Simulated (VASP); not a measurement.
# Ta16H2C in VASP: a series of runs

Runs on Ta16H2C. Level: PBE. Tasks: single point.

Everything below comes from runs of VASP 6.6.1. Logs are shortened: lines on timing, memory, paths and dates and some standing lists are left out, and cuts for length are marked.

## (1) The cell of the first run

The cell holds a slab with vacuum, 19 atoms: a = 6.620 Å, b = 5.733 Å, c = 18.022 Å, α = 90.00°, β = 90.00°, γ = 54.74°.

## (2) Single point, PBE

Contents of INCAR:

```
SYSTEM = Ta16H2C
PREC     = Accurate       ! precision mode
ENCUT    = 520            ! plane-wave cutoff, eV
EDIFF    = 1E-6           ! SCF threshold, eV
ISMEAR   = 0              ! smearing method
SIGMA    = 0.05           ! smearing width, eV
LREAL    = .False.        ! projectors in reciprocal space
LASPH    = .True.         ! aspherical terms in the spheres
NELM     = 120            ! most SCF steps
ALGO     = Normal         ! electronic algorithm
ISIF     = 2              ! what is computed and relaxed
LWAVE    = .False.        ! write WAVECAR
LCHARG   = .False.        ! write CHGCAR
GGA      = PE             ! functional
NBANDS   = 106            ! bands
GGA_COMPAT= .False.      
NELMDL   = -8
```

Contents of KPOINTS:

```
regular mesh
0
Gamma
  3 4 1
  0 0 0
```

Contents of POSCAR:

```
Ta16H2C
1.0
    6.6200000000      0.0000000000      0.0000000000
    3.3100000000      4.6810470000      0.0000000000
    0.0000000000      0.0000000000     18.0215700000
Ta C H
16 1 2
Direct
   -0.2500000534      0.5000001068      0.0554891167
    0.2499999466      0.5000001068      0.0554891167
   -0.2500000000      1.0000000000      0.0554891167
    0.2500000000      1.0000000000      0.0554891167
    0.0039863692     -0.0020730405      0.1817060889
    0.5023320471     -0.0019764809      0.1805045287
    0.0031568866      0.4993224806      0.1811653480
    0.5026250006      0.4986907843      0.1810124756
   -0.2440542337      0.4920815792      0.3114832947
    0.2600163666      0.4970452123      0.3107260910
   -0.2448231361      0.9928746710      0.3091187394
    0.2598352453      0.9971826816      0.3109373934
    0.0108023713     -0.0122733226      0.4381659866
    0.5180835758     -0.0126813510      0.4334430352
    0.0118937260      0.4893373213      0.4378325529
    0.5117353013      0.4919967691      0.4407204256
   -0.0690690372      0.2900410955      0.5245479167
   -0.0420595877      0.1148753687      0.5602010258
   -0.0621314111      0.4335256621      0.5641214944
```

Potentials or basis: VASP PAW PBE potentials, release 64 (Ta_pv, C, H).

The run is started by

```console
$ cat potpaw_PBE.64/Ta_pv/POTCAR potpaw_PBE.64/C/POTCAR potpaw_PBE.64/H/POTCAR > POTCAR
$ mpirun -np 1 vasp_std > vasp.out
```

OUTCAR:

```text
SYSTEM = Ta16H2C
   PREC = Accurate
   ENCUT = 520
   EDIFF = 1E-6
   ISMEAR = 0
   LREAL = .False.
   LASPH = .True.
   NELM = 120
   ISIF = 2
   GGA = PE
   NELMDL = -8

 ion  position               nearest neighbor table
   1  0.750  0.500  0.055-   8 2.80   7 2.82   3 2.87   4 2.87   4 2.87   3 2.87   6 3.24   5 3.27
                             2 3.31   2 3.31
   2  0.250  0.500  0.055-   7 2.79   8 2.81   3 2.87   4 2.87   3 2.87   4 2.87   6 3.26   5 3.26
                             1 3.31   1 3.31
   3  0.750  0.000  0.055-   6 2.79   5 2.82   1 2.87   2 2.87   1 2.87   2 2.87   8 3.25   7 3.26
                             4 3.31   4 3.31
   4  0.250  0.000  0.055-   6 2.80   5 2.80   1 2.87   2 2.87   2 2.87   1 2.87   7 3.25   8 3.26
                             3 3.31   3 3.31
   5  0.004  0.998  0.182-   4 2.80   3 2.82  11 2.84   8 2.86   7 2.86   7 2.87   8 2.87  12 2.88
                             2 3.26   1 3.27   9 3.29   6 3.30  10 3.30   6 3.32
   6  0.502  0.998  0.181-   3 2.79   4 2.80  12 2.85  11 2.85   8 2.86   7 2.87   7 2.87   8 2.87
                             1 3.24   2 3.26   5 3.30  10 3.31   5 3.32   9 3.34
   7  0.003  0.499  0.181-   2 2.79   1 2.82   5 2.86   6 2.87   6 2.87   5 2.87   9 2.88  10 2.88
                             4 3.25   3 3.26  11 3.26   8 3.30   8 3.32  12 3.32
   8  0.503  0.499  0.181-   1 2.80   2 2.81  10 2.84   5 2.86   6 2.86   6 2.87   5 2.87   9 2.88
                             3 3.25   4 3.26   7 3.30  12 3.31  11 3.31   7 3.32
   9  0.756  0.492  0.311-  15 2.83  16 2.84  12 2.86  11 2.87  11 2.87  12 2.87   8 2.88   7 2.88
                            14 3.20  10 3.27  13 3.28   5 3.29   6 3.34  10 3.35
  10  0.260  0.497  0.311-  15 2.83   8 2.84  11 2.86  16 2.87  12 2.87  12 2.87  11 2.88   7 2.88
                            13 3.25  14 3.25   9 3.27   5 3.30   6 3.31   9 3.35
  11  0.755  0.993  0.309-  14 2.75   5 2.84   6 2.85  10 2.86   9 2.87  13 2.87   9 2.87  10 2.88
                             7 3.26  12 3.27   8 3.31  15 3.31  16 3.33  12 3.36
  12  0.260  0.997  0.311-  14 2.77  13 2.84   6 2.85   9 2.86  10 2.87  10 2.87   9 2.87   5 2.88
                            15 3.25  11 3.27   8 3.31   7 3.32  16 3.33  11 3.36
  13  0.011  0.988  0.438-  17 2.16  12 2.84  15 2.85  16 2.86  11 2.87  16 2.87  15 2.88  10 3.25
                            14 3.26   9 3.28  14 3.36
  14  0.518  0.987  0.433-  11 2.75  12 2.77  15 2.84  16 2.87  16 2.87  15 2.90   9 3.20  10 3.25
                            13 3.26  13 3.36
  15  0.012  0.489  0.438-  17 2.18   9 2.83  10 2.83  14 2.84  13 2.85  13 2.88  14 2.90  12 3.25
                            16 3.30  11 3.31  16 3.32
  16  0.512  0.492  0.441-  17 2.76   9 2.84  13 2.86  10 2.87  14 2.87  13 2.87  14 2.87  15 3.30
                            15 3.32  12 3.33  11 3.33
  17  0.931  0.290  0.525-  19 1.11  18 1.12  13 2.16  15 2.18  16 2.76
  18  0.958  0.115  0.560-  17 1.12
  19  0.938  0.434  0.564-  17 1.11

  LATTYP: Found a base centered orthorhombic cell.
 ALAT       =     6.6200000000
 B/A-ratio  =     1.4142135952
 C/A-ratio  =     2.7222915408

  Lattice vectors:

 A1 = (   3.3100000000,  -4.6810470000,   0.0000000000)
[... 165 lines left out ...]
   IALGO  =     38    algorithm
   IMIX   =      4    mixing-type and parameters
     AMIX     =   0.40;   BMIX     =  1.00
     AMIX_MAG =   1.60;   BMIX_MAG =  1.00
  volume/ion in A,a.u.               =      29.39       198.35
  Fermi-wavevector in a.u.,A,eV,Ry     =   1.126594  2.128954 17.268704  1.269214
  Thomas-Fermi vector in A             =   2.263276
   LORBIT       =      0    0 simple, 1 ext, 2 COOP (PROOUT), +10 PAW based schemes
   GGA     = PE    functional components
   LHFCALC =     F    Hartree Fock is set to
   AEXX    =    0.0000 exact exchange contribution
   IVDW    =     0    specifies the selected vdW correction
   LEPSILON=     F    determine dielectric tensor
   LRPA    =     F    only Hartree local field effects (RPA)
 non-spin polarized calculation
 Gauss-broadening in eV      SIGMA  =   0.05
  energy-cutoff  :      520.00
  volume of cell :      558.46
 maximum number of plane-waves:     15058
 NGX is ok and might be reduce to    50
   NGX = 25   NGY = 21   NGZ = 67

 number of electron     181.9999995 magnetization

 Free energy of the ion-electron system (eV)
  ---------------------------------------------------
  ext. energy  EPLUGINS =         0.00000000
  ---------------------------------------------------
  free energy    TOTEN  =      -196.69581815 eV

  energy without entropy =     -196.67534707  energy(sigma->0) =     -196.68558261

 E-fermi :   1.1202     XC(G=0):  -7.8704

 val. band max:        1.1048245340   @ k =   0.0000   0.0000   0.0000
 cond. band min:       1.1433636296   @ k =   0.3333   0.2500   0.0000
 fundamental gap:      0.0385390956
 Fermi energy:         1.1202396651

 k-point     1 :       0.0000    0.0000    0.0000
  band No.  band energies     occupation
      1     -33.3760      2.00000
      2     -33.3606      2.00000
      3     -33.3524      2.00000
      4     -33.3476      2.00000
      5     -33.3355      2.00000
      6     -33.3333      2.00000
[... 731 lines left out ...]
    102       2.7061      0.00000
    103       2.8656      0.00000
 [bands above 103 left out]

------------------------ aborting loop because EDIFF is reached ----------------------------------------

  FORCE on cell =-STRESS in cart. coord.  units (eV):
  Direction    XX          YY          ZZ          XY          YZ          ZX
  --------------------------------------------------------------------------------------
  -------------------------------------------------------------------------------------
  Total       -7.1030538     -5.2627154     -0.1248992      1.5873634      0.8567322     -1.9865236
  in kB      -20.3780242    -15.0982583     -0.3583247      4.5540032      2.4578878     -5.6991580
  external PRESSURE =     -11.9448690 kB  Pullay stress =       0.0000000 kB

 VOLUME and BASIS-vectors are now :
 -----------------------------------------------------------------------------
  energy-cutoff  :      520.00
  volume of cell :      558.46
      direct lattice vectors                 reciprocal lattice vectors
     6.620000000  0.000000000  0.000000000     0.151057402 -0.106813711  0.000000000
     3.310000000  4.681047000  0.000000000     0.000000000  0.213627421  0.000000000
     0.000000000  0.000000000 18.021570000     0.000000000  0.000000000  0.055489061

 POSITION                                       TOTAL-FORCE (eV/Angst)
 -----------------------------------------------------------------------------------
      6.62000      2.34052      1.00000         0.098120     -0.111610     -0.021867
      3.31000      2.34052      1.00000        -0.041512     -0.018833     -0.066987
      4.96500      0.00000      1.00000         0.098060      0.002799      0.021595
      1.65500      0.00000      1.00000         0.007425      0.074653      0.069176
      3.32953      4.67134      3.27463         0.007717     -0.001641     -0.005675
      6.62890      4.67180      3.25297         0.004565     -0.002971     -0.006643
[... 11 lines left out ...]
      6.72180      0.53774     10.09570        -0.085147      0.029804      0.001625
      7.64366      2.02935     10.16635        -0.103963      0.081116      0.007128
 -----------------------------------------------------------------------------------
    total drift:                                0.000500     -0.000136      0.000436

  FREE ENERGIE OF THE ION-ELECTRON SYSTEM (eV)
  ---------------------------------------------------
  free  energy   TOTEN  =      -196.6958181531 eV

  energy  without entropy=     -196.6753470681  energy(sigma->0) =     -196.68558261
```

OSZICAR:

```text
N       E                     dE             d eps       ncg     rms          rms(c)
DAV:   1     0.180618125181E+04    0.18062E+04   -0.10202E+05  1820   0.161E+03
DAV:   2    -0.110222996497E+03   -0.19164E+04   -0.18831E+04  1682   0.454E+02
DAV:   3    -0.208905436918E+03   -0.98682E+02   -0.94832E+02  1952   0.841E+01
[... 22 lines left out ...]
DAV:  26    -0.196695784011E+03   -0.36410E-04   -0.10102E-05  1440   0.133E-02    0.549E-03
DAV:  27    -0.196695804970E+03   -0.20960E-04   -0.54197E-06  1344   0.997E-03    0.306E-03
DAV:  28    -0.196695813652E+03   -0.86817E-05   -0.16600E-06  1072   0.538E-03    0.204E-03
DAV:  29    -0.196695816064E+03   -0.24121E-05   -0.44123E-07  1024   0.264E-03    0.102E-03
DAV:  30    -0.196695817681E+03   -0.16170E-05   -0.33258E-07  1016   0.134E-03    0.489E-04
DAV:  31    -0.196695818153E+03   -0.47190E-06   -0.12992E-07   960   0.875E-04
   1 F= -.19669582E+03 E0= -.19668558E+03  d E =-.204711E-01
```

stdout:

```text
POSCAR found type information on POSCAR TaC H
 POSCAR found :  3 types and      19 ions
 scaLAPACK will be used
 -----------------------------------------------------------------------------
|                                                                             |
|                                                                             |
|     You have a (more or less) 'large supercell' and for larger cells it     |
|     might be more efficient to use real-space projection operators.         |
|     Therefore, try LREAL= Auto in the INCAR file.                           |
|     Mind: For very accurate calculation, you might also keep the            |
|     reciprocal projection scheme (i.e. LREAL=.FALSE.).                      |
|                                                                             |
 -----------------------------------------------------------------------------

 LDA part: xc-table for (Slater+PW92), standard interpolation
 POSCAR, INCAR and KPOINTS ok, starting setup
 FFT: planning ... GRIDC
 FFT: planning ... GRID_SOFT
 FFT: planning ... GRID
 WAVECAR not read
 entering main loop
```

Run time: 43 min. Hardware: 1 thread of Intel Xeon 8259CL, shared host; peak memory 0.86 GiB.

What came out:

```
Free energy            : -196.6958 eV
Largest force          : 0.150 eV/Å
Band gap on the k mesh : zero (bands 91 and 92 overlap by 0.69 eV)
```

Forces in eV/Å, atoms in the order of the input:
```
Ta   0.098 -0.112 -0.022
Ta  -0.042 -0.019 -0.067
Ta   0.098  0.003  0.022
Ta   0.007  0.075  0.069
Ta   0.008 -0.002 -0.006
Ta   0.005 -0.003 -0.007
Ta   0.008 -0.002 -0.006
Ta   0.005 -0.004 -0.005
Ta   0.013 -0.010  0.008
Ta   0.015 -0.009  0.013
Ta   0.016 -0.009  0.000
Ta   0.010 -0.010  0.004
Ta   0.007 -0.037 -0.012
Ta   0.024 -0.018 -0.015
Ta   0.026 -0.010 -0.001
Ta   0.018 -0.013  0.022
C   -0.129  0.068 -0.007
H   -0.085  0.030  0.002
H   -0.104  0.081  0.007
```

Levels at points of the mesh, in eV from the Fermi level:
```tsv
k point	band 89	band 90	band 91	band 92	band 93	band 94
(0.00, 0.00, 0.00)	0.28	0.36	0.51	0.60	0.62	1.00
(0.00, 0.50, 0.00)	0.10	0.12	0.14	0.17	0.22	0.25
```

Caveat: spin-orbit coupling is left out, which moves the levels of the heavy elements.

## (3) Single point, PBE

INCAR is that of step 2.

KPOINTS is that of step 2.

Contents of POSCAR:

```
Ta16H2C
1.0
    6.6200000000      0.0000000000      0.0000000000
    3.3100000000      4.6810470000      0.0000000000
    0.0000000000      0.0000000000     18.0215700000
Ta C H
16 1 2
Direct
   -0.2500000534      0.5000001068      0.0554891167
    0.2499999466      0.5000001068      0.0554891167
   -0.2500000000      1.0000000000      0.0554891167
    0.2500000000      1.0000000000      0.0554891167
   -0.0003290416     -0.0012999229      0.1807634407
    0.5010381006     -0.0030157783      0.1809404508
    0.0019472446      0.4982562662      0.1808853502
    0.4990985583      0.4981962369      0.1807513441
   -0.2473973691      0.4935231370      0.3110247886
    0.2515518602      0.4937666723      0.3106095640
   -0.2490430007      0.9948406841      0.3085856005
    0.2519171788      0.9945163977      0.3109731283
   -0.0120080599      0.0002572074      0.4379507446
    0.5161264400     -0.0124036353      0.4375055004
    0.0144712169      0.4716865693      0.4363623147
    0.5007622737      0.4963537004      0.4357637542
    0.2546228015     -0.0038700744      0.5139242031
    0.1963363616     -0.1458201552      0.5360171173
    0.3005834324      0.0520086639      0.5670141392
```

Potentials or basis: VASP PAW PBE potentials, release 64 (Ta_pv, C, H).

The run is started by

```console
$ cat potpaw_PBE.64/Ta_pv/POTCAR potpaw_PBE.64/C/POTCAR potpaw_PBE.64/H/POTCAR > POTCAR
$ mpirun -np 1 vasp_std > vasp.out
```

Wall time 48 min (1 thread of Intel Xeon 8259CL, shared host); peak memory 0.86 GiB.

It converged, with:

* Free energy: -196.9222 eV
* Largest force: 0.099 eV/Å
* Band gap on the k mesh: zero (bands 91 and 92 overlap by 0.65 eV)

Forces on the atoms (eV/Å):
```
Ta  -0.019 -0.038  0.085
Ta   0.007  0.001 -0.024
Ta   0.006 -0.001 -0.099
Ta  -0.004 -0.024  0.010
Ta   0.004 -0.001 -0.003
Ta  -0.002  0.001 -0.012
Ta  -0.003 -0.003 -0.002
Ta   0.003  0.002 -0.005
Ta   0.001  0.001  0.007
Ta  -0.003  0.002  0.009
Ta   0.008  0.000  0.009
Ta   0.000  0.000  0.002
Ta  -0.015 -0.004 -0.012
Ta   0.022 -0.016 -0.009
Ta  -0.018  0.028 -0.005
Ta   0.028  0.013  0.004
C    0.003  0.026 -0.009
H   -0.034  0.008  0.021
H    0.014  0.005  0.032
```

Levels at points of the mesh, in eV from the Fermi level:
```tsv
k point	band 89	band 90	band 91	band 92	band 93	band 94
(0.00, 0.00, 0.00)	0.30	0.37	0.50	0.61	0.66	1.04
(0.00, 0.50, 0.00)	0.10	0.14	0.15	0.16	0.34	0.37
```

Caveat: spin-orbit coupling is left out, which moves the levels of the heavy elements.

## (4) Single point, PBE

Contents of INCAR:

```
SYSTEM = Ta16H2C
ALGO = Normal
EDIFF = 1E-6
ENCUT = 520
GGA = PE
GGA_COMPAT = .False.
ISIF = 2
ISMEAR = 0
LASPH = .True.
LCHARG = .False.
LREAL = .False.
LWAVE = .False.
NBANDS = 106
NELM = 120
NELMDL = -8
PREC = Accurate
SIGMA = 0.05
```

Contents of KPOINTS:

```
k-points
0
Gamma
  3 4 1
  0 0 0
```

Contents of POSCAR:

```
Ta16H2C
1.0
    6.6200000000      0.0000000000      0.0000000000
    3.3100000000      4.6810470000      0.0000000000
    0.0000000000      0.0000000000     18.0215700000
Ta C H
16 1 2
Direct
   -0.2500000534      0.5000001068      0.0554891167
    0.2499999466      0.5000001068      0.0554891167
   -0.2500000000      1.0000000000      0.0554891167
    0.2500000000      1.0000000000      0.0554891167
   -0.0001769835     -0.0025481479      0.1808721438
    0.5017265531     -0.0039132271      0.1810554796
    0.0010542677      0.4966512834      0.1807542850
    0.5003988629      0.4958841473      0.1812056885
   -0.2435655266      0.4881395124      0.3106479069
    0.2532831475      0.4858633122      0.3094981736
   -0.2444774419      0.9879029200      0.3102164795
    0.2541773513      0.9848298896      0.3115097630
   -0.0016576073     -0.0187494379      0.4394109947
    0.5149709424     -0.0295769301      0.4395527138
    0.0130307084      0.4762005167      0.4326919908
    0.5008900234      0.4819549985      0.4377019871
    0.3164015116     -0.1314003042      0.5172575419
    0.3057745041     -0.2448550506      0.5651856081
    0.3480325722      0.0200369704      0.5466736250
```

The run is started by

```console
$ cat potpaw_PBE.64/Ta_pv/POTCAR potpaw_PBE.64/C/POTCAR potpaw_PBE.64/H/POTCAR > POTCAR
$ mpirun -np 1 vasp_std > vasp.out
```

Run time: 45 min. Hardware: 1 thread of Intel Xeon 8259CL, shared host; peak memory 0.86 GiB.

It converged, with:

```yaml
Free_energy: -196.8932 eV
Largest_force: 0.121 eV/Å
Band_gap_on_the_k_mesh: zero (bands 91 and 92 overlap by 0.69 eV)
```

Forces on the atoms (eV/Å):
```
Ta   0.014  0.039  0.040
Ta   0.011  0.022  0.076
Ta  -0.029 -0.012 -0.062
Ta  -0.008 -0.107 -0.057
Ta  -0.001 -0.001 -0.005
Ta   0.000 -0.002 -0.003
Ta   0.001  0.000 -0.001
Ta  -0.001 -0.001 -0.006
Ta  -0.003 -0.002  0.006
Ta   0.003 -0.003  0.007
Ta   0.000 -0.004  0.004
Ta   0.000 -0.004  0.004
Ta  -0.020 -0.001 -0.006
Ta   0.020 -0.010 -0.008
Ta   0.001  0.008  0.010
Ta  -0.003 -0.016 -0.014
C   -0.010  0.011  0.006
H   -0.049  0.046  0.039
H    0.073  0.035 -0.028
```

Levels at points of the mesh, in eV from the Fermi level:
| k point | band 88 | band 89 | band 90 | band 91 | band 92 | band 93 | band 94 | band 95 |
| --- | --- | --- | --- | --- | --- | --- | --- | --- |
| (0.00, 0.00, 0.00) | 0.05 | 0.29 | 0.34 | 0.51 | 0.59 | 0.65 | 1.03 | 1.15 |
| (0.00, 0.50, 0.00) | -0.02 | 0.10 | 0.13 | 0.13 | 0.16 | 0.26 | 0.36 | 0.37 |

Caveat: spin-orbit coupling is left out, which moves the levels of the heavy elements.

## (5) Summary

| cell | gap on the mesh (eV) | largest force (eV/Å) |
| --- | --- | --- |
| as given, atomic positions A | none | 0.15 |
| as given, atomic positions B | none | 0.10 |
| as given, atomic positions C | none | 0.12 |

Alike in all rows: task single point; level PBE; potentials or basis VASP PAW PBE potentials, release 64 (Ta_pv, C, H); no spin polarisation; k mesh 3 × 4 × 1; cutoff (eV) 520; smearing gaussian 0.05 eV.

Caveats: spin-orbit coupling is left out, which moves the levels of the heavy elements.

Absolute energies hang on the potentials; compare differences alone.
